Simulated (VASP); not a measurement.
# Bi2Te3 (Tellurobismuthite) (R-3m) in VASP: further runs, part 2 of 2

VASP 6.6.1. Earlier steps stand in the parts before.

## (3) Single point, PBE

Contents of INCAR:

```
ALGO = Normal
EDIFF = 1E-6
ENCUT = 520
GGA = PE
ISIF = 2
ISMEAR = -1
LASPH = T
LCHARG = F
LREAL = F
LWAVE = F
NBANDS = 32
NELM = 80
PREC = Accurate
SIGMA = 0.1
```

Contents of KPOINTS:

```
k-points
0
Gamma
  3 3 3
```

Contents of POSCAR:

```
Bi2Te3
1.0
    2.1930000000      1.2661290000     10.1656670000
   -2.1930000000      1.2661290000     10.1656670000
    0.0000000000     -2.5322580000     10.1656670000
Bi Te
2 3
Direct
    0.4000000000      0.4000000000      0.4000000000
    0.6000000000      0.6000000000      0.6000000000
    0.0000000000      0.0000000000      0.0000000000
    0.2095000000      0.2095000000      0.2095000000
    0.7905000000      0.7905000000      0.7905000000
```

Potentials or basis: VASP PAW PBE potentials, release 64 (Bi_d, Te).

Command:

```
cat potpaw_PBE.64/Bi_d/POTCAR potpaw_PBE.64/Te/POTCAR > POTCAR
mpirun -np 1 vasp_std > vasp.out
```

Run time: 2.1 min. Hardware: 1 thread of AMD EPYC 9R45 (Zen 5), shared host; peak memory 0.84 GiB.

The run converged. Its results:

```
Free energy            : -18.2919 eV
Pressure               : 2.0 GPa
Largest force          : 0.147 eV/Å
Band gap on the k mesh : 0.30 eV, direct
```

Forces in eV/Å, atoms in the order of the input:
```
Bi   0.000  0.000  0.045
Bi   0.000  0.000 -0.045
Te   0.000  0.000  0.000
Te   0.000  0.000  0.147
Te   0.000  0.000 -0.147
```

Stress tensor (GPa, compression positive):
```
2.41 0.00 0.00
0.00 2.41 0.00
0.00 0.00 1.14
```

Levels at points of the mesh, in eV from the valence-band top:
| k point | band 20 | band 21 | band 22 | band 23 | band 24 | band 25 | band 26 | band 27 | band 28 | band 29 |
| --- | --- | --- | --- | --- | --- | --- | --- | --- | --- | --- |
| (0.00, 0.00, 0.00) | -1.71 | -1.71 | -0.86 | -0.86 | 0.00 | 0.30 | 0.66 | 0.66 | 1.97 | 2.12 |

Caveat: the k points lie up to 0.56 Å⁻¹ apart; spin-orbit coupling is left out, which moves the levels of the heavy elements. A k mesh can miss the band edges.

## (4) Single point, PBE

Edit INCAR of step 3 so:

```diff
@@ -7,4 +7,6 @@
 LASPH = T
-LCHARG = F
+LCHARG = T
+LELF = T
 LREAL = F
+LVHAR = T
 LWAVE = F
```

Contents of KPOINTS:

```
k-points
0
Gamma
  5 5 5
```

POSCAR is that of step 3.

Potentials or basis: VASP PAW PBE potentials, release 64 (Bi_d, Te).

Command:

```
cat potpaw_PBE.64/Bi_d/POTCAR potpaw_PBE.64/Te/POTCAR > POTCAR
mpirun -np 1 vasp_std > vasp.out
```

OUTCAR:

```text
EDIFF = 1E-6
   ENCUT = 520
   GGA = PE
   ISIF = 2
   ISMEAR = -1
   LASPH = T
   LREAL = F
   NELM = 80
   PREC = Accurate

 ion  position               nearest neighbor table
   1  0.400  0.400  0.400-   5 3.07   5 3.07   5 3.07   3 3.25   3 3.25   3 3.25
   2  0.600  0.600  0.600-   4 3.07   4 3.07   4 3.07   3 3.25   3 3.25   3 3.25
   3  0.000  0.000  0.000-   2 3.25   1 3.25   2 3.25   2 3.25   1 3.25   1 3.25
   4  0.209  0.209  0.209-   2 3.07   2 3.07   2 3.07   5 3.64   5 3.64   5 3.64
   5  0.791  0.791  0.791-   1 3.07   1 3.07   1 3.07   4 3.64   4 3.64   4 3.64
[... 862 lines left out ...]
  -------------------------------------------------------------------------------------
  Total        2.0384417      2.0384413      1.8488085      0.0000000      0.0000000      0.0000000
  in kB       19.2843573     19.2843531     17.4903615      0.0000000      0.0000000      0.0000000
  external PRESSURE =      18.6863573 kB  Pullay stress =       0.0000000 kB

 VOLUME and BASIS-vectors are now :
 -----------------------------------------------------------------------------
  energy-cutoff  :      520.00
  volume of cell :      169.36
      direct lattice vectors                 reciprocal lattice vectors
     2.193000000  1.266129000 10.165667000     0.227998176  0.131634823  0.032790109
    -2.193000000  1.266129000 10.165667000    -0.227998176  0.131634823  0.032790109
     0.000000000 -2.532258000 10.165667000     0.000000000 -0.263269646  0.032790109

 POSITION                                       TOTAL-FORCE (eV/Angst)
 -----------------------------------------------------------------------------------
      0.00000      0.00000     12.19880         0.000000     -0.000000      0.004167
      0.00000      0.00000     18.29820         0.000000     -0.000000     -0.004167
      0.00000      0.00000      0.00000         0.000000     -0.000000      0.000000
      0.00000      0.00000      6.38912         0.000000     -0.000000      0.027298
      0.00000      0.00000     24.10788         0.000000      0.000000     -0.027298
 -----------------------------------------------------------------------------------
    total drift:                               -0.000000     -0.000000     -0.000000

  FREE ENERGIE OF THE ION-ELECTRON SYSTEM (eV)
  ---------------------------------------------------
  free  energy   TOTEN  =       -18.3377776535 eV

  energy  without entropy=      -18.3325818155  energy(sigma->0) =      -18.33517973
```

OSZICAR:

```text
N       E                     dE             d eps       ncg     rms          rms(c)
DAV:   1     0.433543167796E+03    0.43354E+03   -0.21618E+04  1216   0.145E+03
DAV:   2     0.280339260999E+02   -0.40551E+03   -0.38963E+03  1264   0.381E+02
DAV:   3    -0.166937910218E+02   -0.44728E+02   -0.42699E+02  1584   0.137E+02
DAV:   4    -0.185127158548E+02   -0.18189E+01   -0.18131E+01  1336   0.296E+01
DAV:   5    -0.186047205015E+02   -0.92005E-01   -0.91999E-01  1840   0.669E+00    0.771E+00
DAV:   6    -0.183262049673E+02    0.27852E+00   -0.35485E-01  1592   0.456E+00    0.564E+00
DAV:   7    -0.183364334178E+02   -0.10228E-01   -0.21983E-01  1552   0.207E+00    0.120E+00
DAV:   8    -0.183375771256E+02   -0.11437E-02   -0.30854E-02  1392   0.979E-01    0.594E-01
DAV:   9    -0.183374065547E+02    0.17057E-03   -0.25111E-03  1464   0.359E-01    0.361E-01
DAV:  10    -0.183377411532E+02   -0.33460E-03   -0.10026E-03  1312   0.156E-01    0.678E-02
DAV:  11    -0.183377688732E+02   -0.27720E-04   -0.51745E-05  1504   0.428E-02    0.339E-02
DAV:  12    -0.183377758626E+02   -0.69894E-05   -0.16395E-05  1208   0.189E-02    0.169E-02
DAV:  13    -0.183377775590E+02   -0.16964E-05   -0.42707E-06  1112   0.117E-02    0.285E-03
DAV:  14    -0.183377776535E+02   -0.94486E-07   -0.45555E-07   840   0.496E-03
   1 F= -.18337778E+02 E0= -.18335180E+02  d E =-.519584E-02
```

stdout:

```text
POSCAR found type information on POSCAR BiTe
 POSCAR found :  2 types and       5 ions
 scaLAPACK will be used
 LDA part: xc-table for (Slater+PW92), standard interpolation
 POSCAR, INCAR and KPOINTS ok, starting setup
 FFT: planning ... GRIDC
 FFT: planning ... GRID_SOFT
 FFT: planning ... GRID
 WAVECAR not read
 entering main loop
```

Run time: 6 min. Hardware: 1 thread of AMD EPYC 9R45 (Zen 5), shared host; peak memory 0.89 GiB.

Results:

```yaml
Free_energy: -18.3378 eV
Pressure: 1.9 GPa
Largest_force: 0.027 eV/Å
Band_gap_on_the_k_mesh: 0.29 eV, direct
```

Forces in eV/Å, atoms in the order of the input:
```
Bi   0.000  0.000  0.004
Bi   0.000  0.000 -0.004
Te   0.000  0.000  0.000
Te   0.000  0.000  0.027
Te   0.000  0.000 -0.027
```

Caveat: spin-orbit coupling is left out, which moves the levels of the heavy elements.

## (5) Single point, PBE

Contents of INCAR:

```
SYSTEM = Bi2Te3
ALGO = Normal ; EDIFF = 1E-6
ENCUT = 520 ; GGA = PE
ISIF = 2 ; ISMEAR = -1
LASPH = .True. ; LCHARG = .False.
LREAL = .False. ; LWAVE = .False.
NBANDS = 32 ; NELM = 60
PREC = Accurate ; SIGMA = 0.1
```

Contents of KPOINTS:

```
k-points
0
Gamma
  6 6 6
  0 0 0
```

POSCAR is that of step 4.

Command:

```
cat potpaw_PBE.64/Bi_d/POTCAR potpaw_PBE.64/Te/POTCAR > POTCAR
mpirun -np 1 vasp_std > vasp.out
```

Run time: 9.2 min. Hardware: 1 thread of AMD EPYC 9R45 (Zen 5), shared host; peak memory 0.9 GiB.

The run converged. Its results:

| Property | Result |
| --- | --- |
| Free energy | -18.3364 eV |
| Pressure | 1.9 GPa |
| Largest force | 0.025 eV/Å |
| Band gap on the k mesh | 0.28 eV, direct |

Forces in eV/Å, atoms in the order of the input:
```
Bi   0.000  0.000  0.018
Bi   0.000  0.000 -0.018
Te   0.000  0.000  0.000
Te   0.000  0.000  0.025
Te   0.000  0.000 -0.025
```

Stress tensor (GPa, compression positive):
```
1.95 0.00 0.00
0.00 1.95 0.00
0.00 0.00 1.76
```

Levels at points of the mesh, in eV from the valence-band top:
```csv
k point,band 20,band 21,band 22,band 23,band 24,band 25,band 26,band 27,band 28,band 29
"(0.00, 0.00, 0.00)",-1.71,-1.71,-0.87,-0.87,0.00,0.28,0.65,0.65,1.96,2.10
"(0.50, 0.00, 0.00)",-3.16,-2.91,-2.42,-0.92,-0.51,0.57,1.06,2.74,2.77,3.32
"(0.50, 0.50, 0.00)",-2.36,-2.00,-1.82,-1.55,-0.96,0.85,1.51,2.05,2.64,2.72
"(0.50, 0.50, 0.50)",-1.42,-1.42,-1.16,-1.16,-0.44,0.83,1.13,1.13,1.64,1.64
```

Caveat: spin-orbit coupling is left out, which moves the levels of the heavy elements.

## (6) Summary

| k mesh | gap on the mesh (eV) | pressure (GPa) | largest force (eV/Å) |
| --- | --- | --- | --- |
| 2 × 2 × 2 | 0.28 | 4.2 | 0.69 |
| 3 × 3 × 3 | 0.30 | 2.0 | 0.15 |
| 5 × 5 × 5 | 0.29 | 1.9 | 0.03 |
| 6 × 6 × 6 | 0.28 | 1.9 | 0.02 |

Alike in all rows: task single point; level PBE; potentials or basis VASP PAW PBE potentials, release 64 (Bi_d, Te); no spin polarisation; cell as given; cutoff (eV) 520; smearing fermi-dirac 0.1 eV.

Caveats: some runs use coarse meshes; spin-orbit coupling is left out, which moves the levels of the heavy elements.

Total energies depend on the potentials used, so only differences within one code and one set of settings carry meaning.

## (7) How close it comes

Step 4. Measured gap of Bi2Te3: 0.17 eV (quoted in “Vacancy and Antisite-Induced Ferromagnetism in Liquid-Phase Exfoliated Bi2Te3”, 2024, arxiv:2412.10539). This calculation gives 0.29 eV (+0.12 eV). Spin-orbit coupling on Bi, Te is left out. The value is that of PBE on a finite k mesh, which can miss the band edges, without temperature or zero-point motion.

Step 5. A measured gap of Bi2Te3 is 0.17 eV (quoted in “Vacancy and Antisite-Induced Ferromagnetism in Liquid-Phase Exfoliated Bi2Te3”, 2024, arxiv:2412.10539); the calculated 0.28 eV misses it by +0.11 eV. Spin-orbit coupling on Bi, Te is left out. The value is that of PBE on a finite k mesh, which can miss the band edges, without temperature or zero-point motion.
